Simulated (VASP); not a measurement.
Runs of VASP 6.6.1 on Zn. The structure is that of space group P-3m1 (No. 164), or close to it. The cells are those of the table. 

| task | cell | dipole correction | k mesh for the DOS | occupations for the DOS | electric field (eV/Å) | gap on the mesh (eV) | largest force (eV/Å) |
| --- | --- | --- | --- | --- | --- | --- | --- |
| single point | a = 2.590, b = 2.590, c = 23.377 Å, angles 90.0, 90.0, 120.0°, 4 atoms | yes | - | - | - | none | 0.16 |
| single point | a = 2.590, b = 2.590, c = 23.377 Å, angles 90.0, 90.0, 120.0°, 4 atoms | no | - | - | - | none | 0.01 |
| single point | a = 2.590, b = 2.590, c = 23.377 Å, angles 90.0, 90.0, 120.0°, 4 atoms | yes | - | - | 0.1 | none | (a) |
| relaxation of the atoms | atoms relaxed from a = 2.590, b = 2.590, c = 23.377 Å, angles 90.0, 90.0, 120.0°, 4 atoms | yes | - | - | - | none | 0.01 |
| single point | a = 2.590, b = 2.590, c = 29.118 Å, angles 90.0, 90.0, 120.0°, 4 atoms | yes | - | - | - | none | 0.01 |

Alike in all rows: level PBEsol; potentials or basis VASP PAW PBE potentials, release 64 (Zn); no spin polarisation; k mesh 16 × 16 × 1; cutoff (eV) 520; smearing fermi-dirac 0.1 eV.

Question: Fill in the values left out.

Answer: (a) 0.02.

Caveats: the PAW data sets were made with another functional, which shifts forces and pressure a little.

A gap of «none» marks levels without a gap at the run's occupations.
